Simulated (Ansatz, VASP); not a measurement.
## One calculation of BIr3Br, two programs

```
B Ir Br
1.0
     4.38127    0.00000    0.00000
     0.00000    4.38127    0.00000
     0.00000    0.00000    4.38127
B Ir Br
1 3 1
Direct
  0.50000 0.50000 0.50000
  0.00000 0.50000 0.50000
  0.50000 0.00000 0.50000
  0.50000 0.50000 0.00000
  0.00000 0.00000 0.00000
```

Alike in both runs: task relaxation of cell and atoms; functional PBEsol; k mesh 4 × 4 × 4; occupations gaussian, width 0.1175 eV; no spin polarisation; Hubbard terms Ir d U = 4.0 eV.

```csv
,VASP,Ansatz
version,VASP 6.6.1,Ansatz 0.2.0
potentials or method,"VASP PAW PBE potentials, release 64 (B, Ir, Br), cutoff 600 eV",PAW plane waves
valence electrons in the cell,37,61
```

Ansatz gave:

- gap on the k mesh at the Fermi level, each at its own relaxed structure (eV): none
- relaxed volume (Å³/atom): 14.27
- relaxed cell length with the largest relative difference (Å): 4.148

Estimate VASP's values.

gap on the k mesh at the Fermi level, each at its own relaxed structure (eV): none; relaxed volume (Å³/atom): 13.79; relaxed cell length with the largest relative difference (Å): 4.101.

VASP's potentials were made for PBE, not for PBEsol. The programs project onto different local orbitals, so the same U acts differently, and such runs can settle in different states. A gap of «none» marks a metal or a gap that the smearing closes. VASP's potentials hold 37 valence electrons a cell and Ansatz's 61, so a difference there can come from the potentials and not from the codes. Ansatz's warnings: filled band counts differ across k points.

Neither program's run includes spin-orbit coupling. Noted on VASP's run: the volume moved by over 15 % at a fixed basis, so the end points are rough.
